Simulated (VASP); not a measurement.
A run of VASP 6.6.1 is set up as follows.

The input POSCAR:

```
LiGaI2
1.0
    2.2245625627      1.2843517944      7.4956732986
   -2.2245625627      1.2843517944      7.4956732986
    0.0000000000     -2.5687035888      7.4956732986
Li Ga I
1 1 2
Direct
    0.5000000000      0.5000000000      0.5000000000
    0.0000000000      0.0000000000      0.0000000000
    0.7592764361      0.7592764361      0.7592764361
    0.2407235639      0.2407235639      0.2407235639
```

The input INCAR.step1:

```
ALGO = Normal ; EDIFF = 1E-4
ENCUT = 520 ; GGA = PE
ISMEAR = 0 ; LASPH = True
LCHARG = False ; LREAL = False
LWAVE = True ; NBANDS = 23
NELM = 100 ; PREC = Accurate
SIGMA = 0.02
```

File INCAR.step2:

```
ALGO = Normal ; EDIFF = 1E-6
ENCUT = 520 ; ISIF = 2
ISMEAR = 0 ; ISTART = 1
LASPH = True ; LCHARG = False
LMIXTAU = True ; LREAL = False
LWAVE = False ; METAGGA = R2SCAN
NBANDS = 23 ; NELM = 100
PREC = Accurate ; SIGMA = 0.02
```

The input KPOINTS:

```
k-points
0
Gamma
  6 6 6
```

Potentials or basis: VASP PAW PBE potentials, release 64 (Li_sv, Ga_d, I).

The run is started by

```bash
$ cat potpaw_PBE.64/Li_sv/POTCAR potpaw_PBE.64/Ga_d/POTCAR potpaw_PBE.64/I/POTCAR > POTCAR
$ cp INCAR.step1 INCAR
$ mpirun -np 1 vasp_std > vasp.out
$ cp INCAR.step2 INCAR
$ mpirun -np 1 vasp_std > vasp.out
```

Task: What does it give for the band gap on the k mesh?

Result: 2.37 eV (least direct gap 2.77 eV).

Task: Predict the largest force.

Result: 0.030 eV/Å.

Forces in eV/Å, atoms in the order of the input:
```
Li   0.000  0.000  0.000
Ga   0.000  0.000  0.000
I    0.000  0.000 -0.030
I    0.000  0.000  0.030
```

Caveat: the PAW data sets were made with another functional, which shifts forces and pressure a little; spin-orbit coupling is left out, which moves the levels of the heavy elements. A k mesh can miss the band edges.
